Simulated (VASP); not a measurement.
# ZnCu (R-3m) in VASP: further runs

Runs on ZnCu. Level: PBEsol. Tasks: single point.

All numbers are computed with VASP 6.6.1; they aren't measurements. Logs are shortened: lines on timing, memory, paths and dates and some standing lists are left out, and cuts for length are marked.

## 1. The cell of the first run

It takes space group R-3m (No. 166, trigonal). The conventional cell has a = 4.451 Å, b = 4.451 Å, c = 4.642 Å, α = 90.00°, β = 90.00°, γ = 120.00°. Within 3.1 Å of Zn (site symmetry -3m) lie 8 Cu at 2.32 to 2.68 Å and 6 Zn at 3.00 Å. Within 3.1 Å of Cu (site symmetry -3m) lie 8 Zn at 2.32 to 2.68 Å and 6 Cu at 3.00 Å.

## 2. Single point, PBEsol (13.28 Å³/atom)

Input file INCAR:

```
SYSTEM = ZnCu
PREC = Accurate ; ENCUT = 520
EDIFF = 1E-6 ; ISMEAR = 0
SIGMA = 0.15 ; LREAL = .FALSE.
LASPH = .TRUE. ; NELM = 60
ALGO = Fast ; ISIF = 2
LWAVE = .FALSE. ; LCHARG = .TRUE.
GGA = PS ; LELF = .TRUE.
LVHAR = .TRUE. ; NBANDS = 18
```

Input file KPOINTS:

```
Automatic mesh
0
G
  18 18 18
  0 0 0
```

Input file POSCAR:

```
ZnCu
1.0
    2.9917462481     -0.1559141097     -0.1559141097
   -0.1559141097      2.9917462481     -0.1559141097
   -0.1559141097     -0.1559141097      2.9917462481
Zn Cu
1 1
Direct
    0.5000000000      0.5000000000      0.5000000000
    0.0000000000      0.0000000000      0.0000000000
```

Potentials or basis: VASP PAW PBE potentials, release 64 (Zn, Cu).

Command:

```
$ cat potpaw_PBE.64/Zn/POTCAR potpaw_PBE.64/Cu/POTCAR > POTCAR
$ mpirun -np 1 vasp_std > vasp.out
```

OUTCAR:

```text
SYSTEM = ZnCu
   PREC = Accurate
   ENCUT = 520
   EDIFF = 1E-6
   ISMEAR = 0
   LREAL = .FALSE.
   LASPH = .TRUE.
   NELM = 60
   ISIF = 2
   GGA = PS

 ion  position               nearest neighbor table
   1  0.500  0.500  0.500-   2 2.32   2 2.32   2 2.68   2 2.68   2 2.68   2 2.68   2 2.68   2 2.68

   2  0.000  0.000  0.000-   1 2.32   1 2.32   1 2.68   1 2.68   1 2.68   1 2.68   1 2.68   1 2.68

  LATTYP: Found a trigonal (rhomboedric) cell.
 ALAT       =     2.9998606688
 COS(alpha) =    -0.1009651222

  Lattice vectors:

 A1 = (   2.9917462481,  -0.1559141097,  -0.1559141097)
 A2 = (  -0.1559141097,   2.9917462481,  -0.1559141097)
 A3 = (  -0.1559141097,  -0.1559141097,   2.9917462481)

Analysis of symmetry for initial positions (statically):
=====================================================================
 Subroutine PRICEL returns:
 Original cell was already a primitive cell.

 Routine SETGRP: Setting up the symmetry group for a
 trigonal (rhombohedral) supercell.

 Subroutine GETGRP returns: Found 12 space group operations
 (whereof 12 operations were pure point group operations)
 out of a pool of 12 trial point group operations.

The static configuration has the point symmetry D_3d.

Analysis of symmetry for dynamics (positions and initial velocities):
=====================================================================
 Subroutine PRICEL returns:
 Original cell was already a primitive cell.

 Routine SETGRP: Setting up the symmetry group for a
 trigonal (rhombohedral) supercell.

 Subroutine GETGRP returns: Found 12 space group operations
 (whereof 12 operations were pure point group operations)
 out of a pool of 12 trial point group operations.

The dynamic configuration has the point symmetry D_3d.

 Subroutine INISYM returns: Found 12 space group operations
 (whereof 12 operations are pure point group operations),
 and found     1 'primitive' translations

----------------------------------------------------------------------------------------

                                     Primitive cell

  volume of cell :      26.5520

  direct lattice vectors                    reciprocal lattice vectors
     2.991746248 -0.155914110 -0.155914110     0.336179437  0.018483152  0.018483152
    -0.155914110  2.991746248 -0.155914110     0.018483152  0.336179437  0.018483152
    -0.155914110 -0.155914110  2.991746248     0.018483152  0.018483152  0.336179437

  length of vectors
     2.999860669  2.999860669  2.999860669     0.337194110  0.337194110  0.337194110

  position of ions in fractional coordinates (direct lattice)
     0.500000000  0.500000000  0.500000000
     0.000000000  0.000000000  0.000000000

  ion indices of the primitive-cell ions
   primitive index   ion index
                 1           1
                 2           2

----------------------------------------------------------------------------------------

 KPOINTS: Automatic mesh

Automatic generation of k-mesh.
 Grid dimensions read from file:
 generate k-points for:   18   18   18

 Generating k-lattice:

  Cartesian coordinates                     Fractional coordinates (reciprocal lattice)
     0.018676635  0.001026842  0.001026842     0.055555556  0.000000000  0.000000000
     0.001026842  0.018676635  0.001026842     0.000000000  0.055555556  0.000000000
     0.001026842  0.001026842  0.018676635     0.000000000  0.000000000  0.055555556

  Length of vectors
     0.018733006  0.018733006  0.018733006

  Shift w.r.t. Gamma in fractional coordinates (k-lattice)
     0.000000000  0.000000000  0.000000000

 Subroutine IBZKPT returns following result:
 ===========================================

 Found    580 irreducible k-points:

 Following reciprocal coordinates:
            Coordinates               Weight
  0.000000  0.000000  0.000000      1.000000
  0.055556 -0.000000 -0.000000      6.000000
  0.111111 -0.000000 -0.000000      6.000000
  0.166667 -0.000000 -0.000000      6.000000
  0.222222 -0.000000 -0.000000      6.000000
  0.277778 -0.000000 -0.000000      6.000000
[... 16 lines left out ...]
 -0.277778  0.055556  0.000000     12.000000
 -0.222222  0.055556  0.000000     12.000000
 [... further k-points ...]
   k-points           NKPTS =    580   k-points in BZ     NKDIM =    580   number of bands    NBANDS=     18
   number of dos      NEDOS =    301   number of ions     NIONS =      2
   total plane-waves  NPLWV =  13824
   dimension x,y,z NGX =    24 NGY =   24 NGZ =   24
   dimension x,y,z NGXF=    48 NGYF=   48 NGZF=   48
   ions per type =               1   1
   NGX,Y,Z   is equivalent  to a cutoff of  13.30, 13.30, 13.30 a.u.
   NGXF,Y,Z  is equivalent  to a cutoff of  26.60, 26.60, 26.60 a.u.
 SYSTEM =  ZnCu
   PREC   = accura    normal or accurate (medium, high low for compatibility)
   ISTART =      0    job   : 0-new  1-cont  2-samecut
   ICHARG =      2    charge: 1-file 2-atom 10-const
   ISPIN  =      1    spin polarized calculation?
   LNONCOLLINEAR =      F non collinear calculations
   LSORBIT =      F    spin-orbit coupling
   LASPH  =      T    aspherical Exc in radial PAW
   ENCUT  =  520.0 eV  38.22 Ry    6.18 a.u.   5.58  5.58  5.58*2*pi/ulx,y,z
   NELM   =     60;   NELMIN=  2; NELMDL= -5     # of ELM steps
   EDIFF  = 0.1E-05   stopping-criterion for ELM
   LREAL  =      F    real-space projection
   EDIFFG = 0.1E-04   stopping-criterion for IOM
   NSW    =      0    number of steps for IOM
   IBRION =     -1    ionic relax: 0-MD 1-quasi-New 2-CG
   NFREE  =      0    steps in history (QN), initial steepest desc. (CG)
   ISIF   =      2    stress and relaxation
   ISYM   =      2    0-nonsym 1-usesym 2-fastsym
   POTIM  = 0.5000    time-step for ionic-motion
   TEBEG  =    0.0;   TEEND  =   0.0 temperature during run
   PSTRESS=    0.0 pullay stress
   NELECT =      23.0000    total number of electrons
   NUPDOWN=      -1.0000    fix difference up-down
   EMIN   =  10.00;   EMAX   =-10.00  energy-range for DOS
   EFERMI =   0.00;   METHOD = LEGACY
   ISMEAR =     0;   SIGMA  =   0.15  broadening in eV -4-tet -1-fermi 0-gaus
   EFERMI_NEDOS =   21; number of points for ismear=-14 and -15
   IALGO  =     68    algorithm
   IMIX   =      4    mixing-type and parameters
     AMIX     =   0.40;   BMIX     =  1.00
     AMIX_MAG =   1.60;   BMIX_MAG =  1.00
  volume/ion in A,a.u.               =      13.28        89.59
  Fermi-wavevector in a.u.,A,eV,Ry     =   1.560576  2.949062 33.135610  2.435399
  Thomas-Fermi vector in A             =   2.663768
   LORBIT       =      0    0 simple, 1 ext, 2 COOP (PROOUT), +10 PAW based schemes
   GGA     = PS    functional components
   LHFCALC =     F    Hartree Fock is set to
   AEXX    =    0.0000 exact exchange contribution
   IVDW    =     0    specifies the selected vdW correction
   LEPSILON=     F    determine dielectric tensor
   LRPA    =     F    only Hartree local field effects (RPA)
 non-spin polarized calculation
 RMM-DIIS sequential band-by-band and
 Gauss-broadening in eV      SIGMA  =   0.15
  energy-cutoff  :      520.00
  volume of cell :       26.55
 maximum number of plane-waves:       730
   NGX = 11   NGY = 11   NGZ = 11

 number of electron      23.0000030 magnetization

 Free energy of the ion-electron system (eV)
  ---------------------------------------------------
  ext. energy  EPLUGINS =         0.00000000
  ---------------------------------------------------
  free energy    TOTEN  =        -5.76936917 eV

  energy without entropy =       -5.76435119  energy(sigma->0) =       -5.76686018

 E-fermi :   5.0092     XC(G=0): -12.3321

 val. band max:        5.0053982989   @ k =  -0.2222  -0.3333   0.1111
 cond. band min:       5.0115953314   @ k =  -0.2778  -0.3333   0.0556
 fundamental gap:      0.0061970325
 Fermi energy:         5.0091901848

 k-point     1 :       0.0000    0.0000    0.0000
  band No.  band energies     occupation
      1      -5.0746      2.00000
      2      -2.7295      2.00000
      3      -2.7295      2.00000
      4      -2.3587      2.00000
      5      -2.0388      2.00000
      6      -2.0388      2.00000
[... 10 lines left out ...]
     17      16.9696      0.00000
     18      24.6341      0.00000

 k-point     2 :       0.0556   -0.0000   -0.0000
  band No.  band energies     occupation
      1      -5.0194      2.00000
      2      -2.7232      2.00000
      3      -2.7187      2.00000
      4      -2.3567      2.00000
      5      -2.0435      2.00000
      6      -2.0395      2.00000
[... 10 lines left out ...]
     17      17.3501      0.00000
     18      24.2376      0.00000

 k-point     3 :       0.1111   -0.0000   -0.0000
  band No.  band energies     occupation
      1      -4.8549      2.00000
      2      -2.7049      2.00000
      3      -2.6872      2.00000
      4      -2.3509      2.00000
      5      -2.0568      2.00000
      6      -2.0409      2.00000
[... 10 lines left out ...]
     17      18.7383      0.00000
     18      23.1661      0.00000

 k-point     4 :       0.1667   -0.0000   -0.0000
  band No.  band energies     occupation
      1      -4.5845      2.00000
      2      -2.6768      2.00000
      3      -2.6370      2.00000
      4      -2.3416      2.00000
      5      -2.0769      2.00000
      6      -2.0421      2.00000
[... 10 lines left out ...]
     17      20.5991      0.00000
     18      22.0012      0.00000

 k-point     5 :       0.2222   -0.0000   -0.0000
  band No.  band energies     occupation
      1      -4.2164      2.00000
      2      -2.6423      2.00000
      3      -2.5704      2.00000
      4      -2.3276      2.00000
      5      -2.1010      2.00000
      6      -2.0416      2.00000
[... 10 lines left out ...]
     17      20.7877      0.00000
     18      20.8707      0.00000

 k-point     6 :       0.2778   -0.0000   -0.0000
  band No.  band energies     occupation
      1      -3.7698      2.00000
      2      -2.6056      2.00000
      3      -2.4881      2.00000
      4      -2.3010      2.00000
      5      -2.1259      2.00000
      6      -2.0386      2.00000
[... 10 lines left out ...]
     17      19.6512      0.00000
     18      19.8019      0.00000

 k-point     7 :       0.3333   -0.0000   -0.0000
  band No.  band energies     occupation
      1      -3.2990      2.00000
      2      -2.5713      2.00000
      3      -2.4014      2.00000
      4      -2.2117      2.00000
      5      -2.1482      2.00000
      6      -2.0332      2.00000
[... 10 lines left out ...]
     17      18.6407      0.00000
     18      18.8847      0.00000

 k-point     8 :       0.3889   -0.0000   -0.0000
  band No.  band energies     occupation
      1      -2.9366      2.00000
      2      -2.5439      2.00000
      3      -2.3537      2.00000
      4      -2.1655      2.00000
      5      -2.0298      2.00000
      6      -1.9012      2.00000
[... 10 lines left out ...]
     17      18.6687      0.00000
     18      18.8567      0.00000
[... 229 lines left out ...]
     17      19.1273      0.00000
     18      20.0706      0.00000

 k-point    20 :      -0.4444    0.0556    0.0000
  band No.  band energies     occupation
      1      -2.7618      2.00000
      2      -2.5211      2.00000
      3      -2.3898      2.00000
      4      -2.1977      2.00000
      5      -2.0357      2.00000
      6      -1.3209      2.00000
[... 10 lines left out ...]
     17      18.5202      0.00000
     18      19.2596      0.00000

 k-point    21 :      -0.3889    0.0556    0.0000
  band No.  band energies     occupation
      1      -2.9515      2.00000
      2      -2.5410      2.00000
      3      -2.4261      2.00000
      4      -2.1921      2.00000
      5      -2.0440      2.00000
      6      -1.8406      2.00000
[... 10 lines left out ...]
     17      18.0727      0.00000
     18      18.5928      0.00000

 k-point    22 :      -0.3333    0.0556    0.0000
  band No.  band energies     occupation
      1      -3.3303      2.00000
      2      -2.5710      2.00000
      3      -2.4620      2.00000
      4      -2.2071      2.00000
      5      -2.1236      2.00000
      6      -2.0335      2.00000
[... 10 lines left out ...]
     17      17.8839      0.00000
     18      18.6995      0.00000

 k-point    23 :      -0.2778    0.0556    0.0000
  band No.  band energies     occupation
      1      -3.7927      2.00000
      2      -2.6068      2.00000
      3      -2.5093      2.00000
      4      -2.2954      2.00000
      5      -2.1345      2.00000
      6      -2.0425      2.00000
[... 10 lines left out ...]
     17      18.1607      0.00000
     18      19.6658      0.00000

 k-point    24 :      -0.2222    0.0556    0.0000
  band No.  band energies     occupation
      1      -4.2238      2.00000
      2      -2.6435      2.00000
      3      -2.5699      2.00000
      4      -2.3403      2.00000
      5      -2.1119      2.00000
      6      -2.0447      2.00000
[... 10 lines left out ...]
     17      19.2846      0.00000
     18      20.7653      0.00000

 [... further k-points ...]

------------------------ aborting loop because EDIFF is reached ----------------------------------------

  FORCE on cell =-STRESS in cart. coord.  units (eV):
  Direction    XX          YY          ZZ          XY          YZ          ZX
  --------------------------------------------------------------------------------------
  -------------------------------------------------------------------------------------
  Total       -0.4923814     -0.4923814     -0.4923814      1.9766646      1.9766646      1.9766646
  in kB      -29.7108417    -29.7108417    -29.7108417    119.2741492    119.2741492    119.2741492
  external PRESSURE =     -29.7108417 kB  Pullay stress =       0.0000000 kB

 VOLUME and BASIS-vectors are now :
 -----------------------------------------------------------------------------
  energy-cutoff  :      520.00
  volume of cell :       26.55
      direct lattice vectors                 reciprocal lattice vectors
     2.991746248 -0.155914110 -0.155914110     0.336179437  0.018483152  0.018483152
    -0.155914110  2.991746248 -0.155914110     0.018483152  0.336179437  0.018483152
    -0.155914110 -0.155914110  2.991746248     0.018483152  0.018483152  0.336179437

 POSITION                                       TOTAL-FORCE (eV/Angst)
 -----------------------------------------------------------------------------------
      1.33996      1.33996      1.33996         0.000000      0.000000     -0.000000
      0.00000      0.00000      0.00000        -0.000000     -0.000000      0.000000
 -----------------------------------------------------------------------------------
    total drift:                                0.000000      0.000000     -0.000000

  FREE ENERGIE OF THE ION-ELECTRON SYSTEM (eV)
  ---------------------------------------------------
  free  energy   TOTEN  =        -5.7693691732 eV

  energy  without entropy=       -5.7643511852  energy(sigma->0) =       -5.76686018
```

It took 89 s on 1 thread of Intel Xeon 6975P-C (Granite Rapids), shared host; peak memory 0.38 GiB.

What came out:

```
Free energy            : -5.7694 eV
Pressure               : -3.0 GPa
Band gap on the k mesh : zero (an odd number of electrons rules out a gap without spin polarisation)
```

Caveat: the PAW data sets were made with another functional, which shifts forces and pressure a little.

(Continued in part 2 of 2.)
